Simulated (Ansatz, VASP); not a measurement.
**InSb in VASP and in Ansatz**

File INCAR:

```
SYSTEM = InSb
ALGO = Normal ; EDIFF = 1E-7
EDIFFG = -0.01 ; ENCUT = 600
GGA = PE ; IBRION = 2
ISIF = 3 ; ISMEAR = 0
LASPH = .TRUE. ; LCHARG = .FALSE.
LREAL = .FALSE. ; LWAVE = .FALSE.
NELM = 60 ; NSW = 100
PREC = Accurate ; SIGMA = 0.1
```

File KPOINTS:

```
k-points
0
G
  18 18 14
  0 0 0
```

Contents of POSCAR:

```
InSb
1.0
    4.2341057048      0.0000000000      0.0000000000
   -2.1170528524      3.6668431027      0.0000000000
    0.0000000000      0.0000000000      3.8289171630
In Sb
1 1
Direct
    0.6666666667      0.3333333333      0.5000000000
    0.0000000000      0.0000000000      0.0000000000
```

Input for Ansatz:

```yaml
crystal:
  lattice:
    - [4.2341057048, 0.0, 0.0]
    - [-2.1170528524, 3.6668431027, 0.0]
    - [0.0, 0.0, 3.828917163]
  atoms:
    - { symbol: In, position: [0.6666666667, 0.3333333333, 0.5] }
    - { symbol: Sb, position: [0.0, 0.0, 0.0] }
basis:
  ecutwfc: 420
kpoints:
  mp_grid: { grid: [18, 18, 14] }
hamiltonian:
  xc: pbe
scf:
  occupations: { method: gaussian, width: 0.1 }
output:
  forces: true
  stress: true
  eigenvalues: true
relax:
  adjacent_minimum: "off"
  f_tol: 0.01
  max_steps: 80
  cell: { stress_tol: 0.05 }
```

Change from the starting cell: species swapped into the WC type (P-6m2, No. 187).

Alike in both runs: task relaxation of cell and atoms; functional PBE; k mesh 18 × 18 × 14; occupations gaussian, width 0.1 eV; no spin polarisation.

|  | VASP | Ansatz |
| --- | --- | --- |
| version | VASP 6.6.1 | Ansatz 0.2.0 |
| potentials or method | VASP PAW PBE potentials, release 64 (In_d, Sb), cutoff 600 eV | scalar-relativistic, plane waves, PAW |
| valence electrons in the cell | 18 | 28 |

|  | VASP | Ansatz | Ansatz less VASP |
| --- | --- | --- | --- |
| gap on the k mesh at the Fermi level, each at its own relaxed structure (eV) | none | none | - |
| relaxed volume (Å³/atom) | 30.09 | 30.17 | +0.077 |
| relaxed cell length with the largest relative difference (Å) | 3.786 | 3.773 | -0.0127 |

A gap of «none» marks a metal or a gap that the smearing closes. VASP's potentials hold 18 valence electrons a cell and Ansatz's 28, so a difference there can come from the potentials and not from the codes.

Neither program's run includes spin-orbit coupling.
